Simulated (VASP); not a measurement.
Runs of VASP 6.6.1 on Au. The structure is that of space group Fm-3m (No. 225), or close to it. The cells are those of the table. 

```tsv
task	level	potentials or basis	cell	k mesh	cutoff (eV)	gap on the mesh (eV)	pressure (GPa)	relaxed volume (Å³/atom)
relaxation of cell and atoms	PBEsol	VASP PAW PBE potentials, release 64 (Au)	relaxed from a = 2.885 Å, angles 60.0°, 1 atom	23 × 23 × 23	600	none	0.0	16.99
single point	PBEsol	VASP PAW PBE potentials, release 64 (Au)	a = 2.887 Å, angles 60.0°, 1 atom	23 × 23 × 23	520	none	-0.3	-
single point	PBE	VASP PAW PBE potentials, release 64 (Au)	a = 2.939 Å, angles 60.0°, 1 atom	33 × 33 × 33	520	none	-0.2	-
single point	PBE	VASP PAW PBE potentials, release 64 (Au)	a = 2.939 Å, angles 60.0°, 1 atom	23 × 23 × 23	520	none	-0.2	-
relaxation of cell and atoms	PBE	VASP PAW PBE potentials, release 64 (Au)	relaxed from a = 2.885 Å, angles 60.0°, 1 atom	23 × 23 × 23	600	none	0.0	(a)
single point	LDA	VASP PAW LDA potentials, release 64 (Au)	a = 2.862 Å, angles 60.0°, 1 atom	34 × 34 × 34	520	none	0.6	-
single point	LDA	VASP PAW LDA potentials, release 64 (Au)	a = 2.862 Å, angles 60.0°, 1 atom	23 × 23 × 23	520	none	(b)	-
relaxation of cell and atoms	LDA	VASP PAW LDA potentials, release 64 (Au)	relaxed from a = 2.885 Å, angles 60.0°, 1 atom	23 × 23 × 23	600	none	0.0	16.62
```

Alike in all rows: no spin polarisation; smearing methfessel-paxton 0.1 eV.

Task: Fill in the values left out.

Result: (a) 17.94; (b) 0.5.

Caveats: spin-orbit coupling is left out, which moves the levels of the heavy elements; the PAW data sets were made with another functional, which shifts forces and pressure a little (at least some runs).

A k mesh can miss the band edges, and the runs leave out spin-orbit coupling on Au.

A gap of «none» marks levels without a gap at the run's occupations.
